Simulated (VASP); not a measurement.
Here is a VASP 6.6.1 calculation.

INCAR

```
ALGO = Normal
EDIFF = 1E-7
ENCUT = 520
GGA = PE
ISIF = 2
ISMEAR = 0
LASPH = T
LCHARG = F
LREAL = F
LWAVE = F
NBANDS = 18
NELM = 80
PREC = Accurate
SIGMA = 0.15
```

The input KPOINTS:

```
k-points
0
Gamma
  12 12 12
```

File POSCAR:

```
BiTe
1.0
    2.5438431614      1.4686885340      3.4002242534
   -2.5438431614      1.4686885340      3.4002242534
    0.0000000000     -2.9373770681      3.4002242534
Bi Te
1 1
Direct
    0.5000000000      0.5000000000      0.5000000000
    0.0000000000      0.0000000000      0.0000000000
```

Potentials or basis: VASP PAW PBE potentials, release 64 (Bi_d, Te).

Run with:

```sh
$ cat potpaw_PBE.64/Bi_d/POTCAR potpaw_PBE.64/Te/POTCAR > POTCAR
$ mpirun -np 1 vasp_std > vasp.out
```

Problem. Predict the pressure.

Solution. -4.6 GPa.

Stress tensor (GPa, compression positive):
```
-5.26  0.00  0.00
 0.00 -5.26  0.00
 0.00  0.00 -3.33
```

Caveat: the cell differs from its parent crystal (strain +0.050 along x and y, +0.025 along z).
